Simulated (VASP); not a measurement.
Ni, 1 atom in the cell. The structure is cubic, space group Fm-3m (No. 225). The conventional cell has a = 3.571 Å, b = 3.571 Å, c = 3.571 Å, α = 90.00°, β = 90.00°, γ = 90.00°. Within 3.3 Å of Ni (site symmetry m-3m) lie 12 Ni at 2.53 Å. 

```yaml
Program: VASP 6.6.1
Task: single point
Functional: PBE
Potentials_or_basis: VASP PAW PBE potentials, release 64 (Ni)
Cutoff: 520 eV
k_mesh: 12 × 12 × 12
Occupations: fermi-dirac, width 0.1 eV
Spin: collinear spin, ferromagnetic start
Starting_moments: "[0.2] μB"
Dipole_correction: no
Further_INCAR_settings: ALGO = Normal; EDIFF = 1e-06; NBANDS = 15
```

Potentials or basis: VASP PAW PBE potentials, release 64 (Ni).

The run is started by

```console
$ cat potpaw_PBE.64/Ni/POTCAR > POTCAR
$ mpirun -np 1 vasp_std > vasp.out
```

Hardware: 1 thread of AMD EPYC 9R14 (Zen 4), with other jobs on the host.

**Question.** How long does it take, and how much memory?

**Answer.** It took 29 s on 1 thread of AMD EPYC 9R14 (Zen 4), on a shared host, peak memory 0.11 GiB. Counts: scf iterations 13, k points 72.
